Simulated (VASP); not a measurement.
# BaTiO3 in VASP: settings compared

The runs below take BaTiO3 through single point, relaxation of cell and atoms, with r2SCAN, PBEsol+U, PBE.

Everything below comes from runs of VASP 6.6.1. Logs are shortened: lines on timing, memory, paths and dates and some standing lists are left out, and cuts for length are marked.

## 1. The cell of the first run

The structure is cubic, space group Pm-3m (No. 221). Conventional cell: a = 4.006 Å, b = 4.006 Å, c = 4.006 Å, α = 90.00°, β = 90.00°, γ = 90.00°. Ba (site symmetry m-3m) has 12 O at 2.83 Å and 8 Ti at 3.47 Å within 3.7 Å. Ti (site symmetry m-3m) has 6 O at 2.00 Å within 2.7 Å. O (site symmetry 4/mmm) has 2 Ti at 2.00 Å within 2.7 Å.

## 2. Single point, r2SCAN

POSCAR reads:

```
BaTiO3
1.0
    4.0060000000      0.0000000000      0.0000000000
    0.0000000000      4.0060000000      0.0000000000
    0.0000000000      0.0000000000      4.0060000000
Ba Ti O
1 1 3
Direct
    0.5000000000      0.5000000000      0.5000000000
    0.0000000000      0.0000000000      0.0000000000
    0.0000000000      0.0000000000      0.5000000000
    0.0000000000      0.5000000000      0.0000000000
    0.5000000000      0.0000000000      0.0000000000
```

INCAR.step1 reads:

```
SYSTEM = BaTiO3
ALGO = Normal
EDIFF = 1E-5
ENCUT = 910
GGA = PE
GGA_COMPAT = .FALSE.
ISMEAR = 0
LASPH = .TRUE.
LCHARG = .FALSE.
LREAL = .FALSE.
LWAVE = .TRUE.
NBANDS = 28
NELM = 120
PREC = Accurate
SIGMA = 0.01
```

INCAR.step2 reads:

```
SYSTEM = BaTiO3
ALGO = Normal
EDIFF = 1E-6
ENCUT = 910
GGA_COMPAT = .FALSE.
ISIF = 2
ISMEAR = 0
ISTART = 1
LASPH = .TRUE.
LCHARG = .TRUE.
LELF = .TRUE.
LMIXTAU = .TRUE.
LREAL = .FALSE.
LVHAR = .TRUE.
LWAVE = .FALSE.
METAGGA = R2SCAN
NBANDS = 28
NELM = 120
PREC = Accurate
SIGMA = 0.01
```

KPOINTS reads:

```
k-points
0
G
  6 6 6
  0 0 0
```

Potentials or basis: VASP PAW PBE potentials, release 64 (Ba_sv, Ti_sv, O_h).

Command:

```console
$ cat potpaw_PBE.64/Ba_sv/POTCAR potpaw_PBE.64/Ti_sv/POTCAR potpaw_PBE.64/O_h/POTCAR > POTCAR
$ cp INCAR.step1 INCAR
$ mpirun -np 1 vasp_std > vasp.out
$ cp INCAR.step2 INCAR
$ mpirun -np 1 vasp_std > vasp.out
```

OUTCAR:

```text
SYSTEM = BaTiO3
   EDIFF = 1E-6
   ENCUT = 910
   ISIF = 2
   ISMEAR = 0
   ISTART = 1
   LASPH = .TRUE.
   LREAL = .FALSE.
   METAGGA = R2SCAN
   NELM = 120
   PREC = Accurate

 ion  position               nearest neighbor table
   1  0.500  0.500  0.500-   3 2.83   4 2.83   5 2.83   4 2.83   5 2.83   3 2.83   5 2.83   5 2.83
                             3 2.83   4 2.83   4 2.83   3 2.83   2 3.47   2 3.47   2 3.47   2 3.47
   2  0.000  0.000  0.000-   3 2.00   4 2.00   5 2.00   3 2.00   4 2.00   5 2.00   1 3.47   1 3.47
                             1 3.47   1 3.47   1 3.47   1 3.47   1 3.47   1 3.47
   3  0.000  0.000  0.500-   2 2.00   2 2.00   1 2.83   1 2.83   1 2.83   1 2.83
   4  0.000  0.500  0.000-   2 2.00   2 2.00   1 2.83   1 2.83   1 2.83   1 2.83
   5  0.500  0.000  0.000-   2 2.00   2 2.00   1 2.83   1 2.83   1 2.83   1 2.83

  LATTYP: Found a simple cubic cell.
 ALAT       =     4.0060000000

  Lattice vectors:

 A1 = (   4.0060000000,   0.0000000000,   0.0000000000)
 A2 = (   0.0000000000,   4.0060000000,   0.0000000000)
 A3 = (   0.0000000000,   0.0000000000,   4.0060000000)

Analysis of symmetry for initial positions (statically):
=====================================================================
 Subroutine PRICEL returns:
 Original cell was already a primitive cell.

 Routine SETGRP: Setting up the symmetry group for a
 simple cubic supercell.

 Subroutine GETGRP returns: Found 48 space group operations
 (whereof 48 operations were pure point group operations)
 out of a pool of 48 trial point group operations.

The static configuration has the point symmetry O_h .

Analysis of symmetry for dynamics (positions and initial velocities):
=====================================================================
 Subroutine PRICEL returns:
 Original cell was already a primitive cell.

 Routine SETGRP: Setting up the symmetry group for a
 simple cubic supercell.

 Subroutine GETGRP returns: Found 48 space group operations
 (whereof 48 operations were pure point group operations)
 out of a pool of 48 trial point group operations.

The dynamic configuration has the point symmetry O_h .

 Subroutine INISYM returns: Found 48 space group operations
 (whereof 48 operations are pure point group operations),
 and found     1 'primitive' translations

----------------------------------------------------------------------------------------

                                     Primitive cell

  volume of cell :      64.2884

  direct lattice vectors                    reciprocal lattice vectors
     4.006000000  0.000000000  0.000000000     0.249625562  0.000000000  0.000000000
     0.000000000  4.006000000  0.000000000     0.000000000  0.249625562  0.000000000
     0.000000000  0.000000000  4.006000000     0.000000000  0.000000000  0.249625562

  length of vectors
     4.006000000  4.006000000  4.006000000     0.249625562  0.249625562  0.249625562

  position of ions in fractional coordinates (direct lattice)
     0.500000000  0.500000000  0.500000000
     0.000000000  0.000000000  0.000000000
     0.000000000  0.000000000  0.500000000
     0.000000000  0.500000000  0.000000000
     0.500000000  0.000000000  0.000000000

  ion indices of the primitive-cell ions
   primitive index   ion index
                 1           1
                 2           2
                 3           3
                 4           4
                 5           5

----------------------------------------------------------------------------------------

 KPOINTS: k-points

Automatic generation of k-mesh.
 Grid dimensions read from file:
 generate k-points for:    6    6    6

 Generating k-lattice:

  Cartesian coordinates                     Fractional coordinates (reciprocal lattice)
     0.041604260  0.000000000  0.000000000     0.166666667  0.000000000  0.000000000
     0.000000000  0.041604260  0.000000000     0.000000000  0.166666667  0.000000000
     0.000000000  0.000000000  0.041604260     0.000000000  0.000000000  0.166666667

  Length of vectors
     0.041604260  0.041604260  0.041604260

  Shift w.r.t. Gamma in fractional coordinates (k-lattice)
     0.000000000  0.000000000  0.000000000

 Subroutine IBZKPT returns following result:
 ===========================================

 Found     20 irreducible k-points:

 Following reciprocal coordinates:
            Coordinates               Weight
  0.000000  0.000000  0.000000      1.000000
  0.166667  0.000000  0.000000      6.000000
  0.333333  0.000000  0.000000      6.000000
  0.500000  0.000000  0.000000      3.000000
  0.166667  0.166667  0.000000     12.000000
  0.333333  0.166667  0.000000     24.000000
[... 12 lines left out ...]
  0.500000  0.500000  0.333333      6.000000
  0.500000  0.500000  0.500000      1.000000
   k-points           NKPTS =     20   k-points in BZ     NKDIM =     20   number of bands    NBANDS=     28
   number of dos      NEDOS =    301   number of ions     NIONS =      5
   total plane-waves  NPLWV =  64000
   dimension x,y,z NGX =    40 NGY =   40 NGZ =   40
   dimension x,y,z NGXF=    80 NGYF=   80 NGZF=   80
   ions per type =               1   1   3
   NGX,Y,Z   is equivalent  to a cutoff of  16.60, 16.60, 16.60 a.u.
   NGXF,Y,Z  is equivalent  to a cutoff of  33.20, 33.20, 33.20 a.u.
 SYSTEM =  BaTiO3
   PREC   = accura    normal or accurate (medium, high low for compatibility)
   ISTART =      1    job   : 0-new  1-cont  2-samecut
   ICHARG =      0    charge: 1-file 2-atom 10-const
   ISPIN  =      1    spin polarized calculation?
   LNONCOLLINEAR =      F non collinear calculations
   LSORBIT =      F    spin-orbit coupling
   LASPH  =      T    aspherical Exc in radial PAW
   ENCUT  =  910.0 eV  66.88 Ry    8.18 a.u.   9.85  9.85  9.85*2*pi/ulx,y,z
   NELM   =    120;   NELMIN=  2; NELMDL=  0     # of ELM steps
   EDIFF  = 0.1E-05   stopping-criterion for ELM
   LREAL  =      F    real-space projection
   EDIFFG = 0.1E-04   stopping-criterion for IOM
   NSW    =      0    number of steps for IOM
   IBRION =     -1    ionic relax: 0-MD 1-quasi-New 2-CG
   NFREE  =      0    steps in history (QN), initial steepest desc. (CG)
   ISIF   =      2    stress and relaxation
   ISYM   =      2    0-nonsym 1-usesym 2-fastsym
   POTIM  = 0.5000    time-step for ionic-motion
   TEBEG  =    0.0;   TEEND  =   0.0 temperature during run
   PSTRESS=    0.0 pullay stress
   NELECT =      40.0000    total number of electrons
   NUPDOWN=      -1.0000    fix difference up-down
   EMIN   =  10.00;   EMAX   =-10.00  energy-range for DOS
   EFERMI =   0.00;   METHOD = LEGACY
   ISMEAR =     0;   SIGMA  =   0.01  broadening in eV -4-tet -1-fermi 0-gaus
   EFERMI_NEDOS =   21; number of points for ismear=-14 and -15
   IALGO  =     38    algorithm
   IMIX   =      4    mixing-type and parameters
     AMIX     =   0.40;   BMIX     =  1.00
     AMIX_MAG =   1.60;   BMIX_MAG =  1.00
  volume/ion in A,a.u.               =      12.86        86.77
  Fermi-wavevector in a.u.,A,eV,Ry     =   1.397603  2.641087 26.576187  1.953295
  Thomas-Fermi vector in A             =   2.520843
   LORBIT       =      0    0 simple, 1 ext, 2 COOP (PROOUT), +10 PAW based schemes
   METAGGA = R2SCAN    functional components
   LHFCALC =     F    Hartree Fock is set to
   AEXX    =    0.0000 exact exchange contribution
   IVDW    =     0    specifies the selected vdW correction
   LEPSILON=     F    determine dielectric tensor
   LRPA    =     F    only Hartree local field effects (RPA)
 non-spin polarized calculation
 Gauss-broadening in eV      SIGMA  =   0.01
  energy-cutoff  :      910.00
  volume of cell :       64.29
 maximum number of plane-waves:      4032
 NGX is ok and might be reduce to    40
   NGX = 19   NGY = 19   NGZ = 19

 number of electron      40.0000007 magnetization

 Free energy of the ion-electron system (eV)
  ---------------------------------------------------
  ext. energy  EPLUGINS =         0.00000000
  ---------------------------------------------------
  free energy    TOTEN  =       -74.26773286 eV

  energy without entropy =      -74.26773286  energy(sigma->0) =      -74.26773286

 E-fermi :   3.9668     XC(G=0): -11.9084

 val. band max:        3.8631811524   @ k =   0.5000   0.5000   0.5000
 cond. band min:       5.9992510966   @ k =   0.0000   0.0000   0.0000
 fundamental gap:      2.1360699443
 Fermi energy:         3.9667847923

 k-point     1 :       0.0000    0.0000    0.0000
  band No.  band energies     occupation
      1     -55.0271      2.00000
      2     -30.1836      2.00000
      3     -30.1836      2.00000
      4     -30.1836      2.00000
      5     -21.6082      2.00000
      6     -13.9895      2.00000
[... 20 lines left out ...]
     27       9.4702      0.00000
     28      12.1495      0.00000

 k-point     2 :       0.1667    0.0000    0.0000
  band No.  band energies     occupation
      1     -55.0268      2.00000
      2     -30.1979      2.00000
      3     -30.1831      2.00000
      4     -30.1831      2.00000
      5     -21.5770      2.00000
      6     -14.0088      2.00000
[... 20 lines left out ...]
     27      10.0177      0.00000
     28      12.8046      0.00000

 k-point     3 :       0.3333    0.0000    0.0000
  band No.  band energies     occupation
      1     -55.0263      2.00000
      2     -30.2263      2.00000
      3     -30.1821      2.00000
      4     -30.1821      2.00000
      5     -21.5132      2.00000
      6     -14.1309      2.00000
[... 20 lines left out ...]
     27      11.3036      0.00000
     28      12.8252      0.00000

 k-point     4 :       0.5000    0.0000    0.0000
  band No.  band energies     occupation
      1     -55.0260      2.00000
      2     -30.2404      2.00000
      3     -30.1816      2.00000
      4     -30.1816      2.00000
      5     -21.4805      2.00000
      6     -14.2127      2.00000
[... 20 lines left out ...]
     27      12.1111      0.00000
     28      12.7464      0.00000

 k-point     5 :       0.1667    0.1667    0.0000
  band No.  band energies     occupation
      1     -55.0265      2.00000
      2     -30.1976      2.00000
      3     -30.1971      2.00000
      4     -30.1826      2.00000
      5     -21.5485      2.00000
      6     -13.9863      2.00000
[... 20 lines left out ...]
     27      10.5404      0.00000
     28      12.9486      0.00000

 k-point     6 :       0.3333    0.1667    0.0000
  band No.  band energies     occupation
      1     -55.0260      2.00000
      2     -30.2256      2.00000
      3     -30.1962      2.00000
      4     -30.1817      2.00000
      5     -21.4904      2.00000
      6     -14.0345      2.00000
[... 339 lines left out ...]
      5     -21.3870      2.00000
      6     -13.5187      2.00000
[... 20 lines left out ...]
     27      12.3493      0.00000
     28      12.3828      0.00000

 k-point    18 :       0.5000    0.3333    0.3333
  band No.  band energies     occupation
      1     -55.0244      2.00000
      2     -30.2361      2.00000
      3     -30.2218      2.00000
      4     -30.2216      2.00000
      5     -21.3676      2.00000
      6     -13.4217      2.00000
[... 20 lines left out ...]
     27      12.2393      0.00000
     28      12.2455      0.00000

 k-point    19 :       0.5000    0.5000    0.3333
  band No.  band energies     occupation
      1     -55.0242      2.00000
      2     -30.2354      2.00000
      3     -30.2354      2.00000
      4     -30.2211      2.00000
      5     -21.3498      2.00000
      6     -13.2619      2.00000
[... 20 lines left out ...]
     27      11.9271      0.00000
     28      11.9360      0.00000

 k-point    20 :       0.5000    0.5000    0.5000
  band No.  band energies     occupation
      1     -55.0239      2.00000
      2     -30.2348      2.00000
      3     -30.2348      2.00000
      4     -30.2348      2.00000
      5     -21.3329      2.00000
      6     -13.1153      2.00000
[... 20 lines left out ...]
     27      11.9361      0.00000
     28      11.9362      0.00000

------------------------ aborting loop because EDIFF is reached ----------------------------------------

  FORCE on cell =-STRESS in cart. coord.  units (eV):
  Direction    XX          YY          ZZ          XY          YZ          ZX
  --------------------------------------------------------------------------------------
  -------------------------------------------------------------------------------------
  Total        0.0583129      0.0583129      0.0583129     -0.0000000     -0.0000000     -0.0000000
  in kB        1.4532568      1.4532568      1.4532568     -0.0000000     -0.0000000     -0.0000000
  external PRESSURE =       1.4532568 kB  Pullay stress =       0.0000000 kB

 VOLUME and BASIS-vectors are now :
 -----------------------------------------------------------------------------
  energy-cutoff  :      910.00
  volume of cell :       64.29
      direct lattice vectors                 reciprocal lattice vectors
     4.006000000  0.000000000  0.000000000     0.249625562  0.000000000  0.000000000
     0.000000000  4.006000000  0.000000000     0.000000000  0.249625562  0.000000000
     0.000000000  0.000000000  4.006000000     0.000000000  0.000000000  0.249625562

 POSITION                                       TOTAL-FORCE (eV/Angst)
 -----------------------------------------------------------------------------------
      2.00300      2.00300      2.00300         0.000000      0.000000      0.000000
      0.00000      0.00000      0.00000         0.000000      0.000000      0.000000
      0.00000      0.00000      2.00300         0.000000      0.000000      0.000000
      0.00000      2.00300      0.00000         0.000000      0.000000      0.000000
      2.00300      0.00000      0.00000         0.000000      0.000000      0.000000
 -----------------------------------------------------------------------------------
    total drift:                                0.000000      0.000000     -0.000000

  FREE ENERGIE OF THE ION-ELECTRON SYSTEM (eV)
  ---------------------------------------------------
  free  energy   TOTEN  =       -74.2677328574 eV

  energy  without entropy=      -74.2677328574  energy(sigma->0) =      -74.26773286
```

It took 5.4 min on 1 thread of Intel Xeon Platinum 8488C (Sapphire Rapids), shared host; peak memory 0.32 GiB.

What came out:

```
Free energy            : -74.2677 eV
Pressure               : 0.1 GPa
Band gap on the k mesh : 2.14 eV (least direct gap 2.29 eV)
```

Caveat: the cutoff is under 1.25 times the usual one of these potentials, so pressure, stress and relaxed cells hold a basis-set (Pulay) error; the PAW data sets were made with another functional, which shifts forces and pressure a little; spin-orbit coupling is left out, which moves the levels of the heavy elements. A k mesh can miss the band edges.

(Part 1 of 3 ends here.)
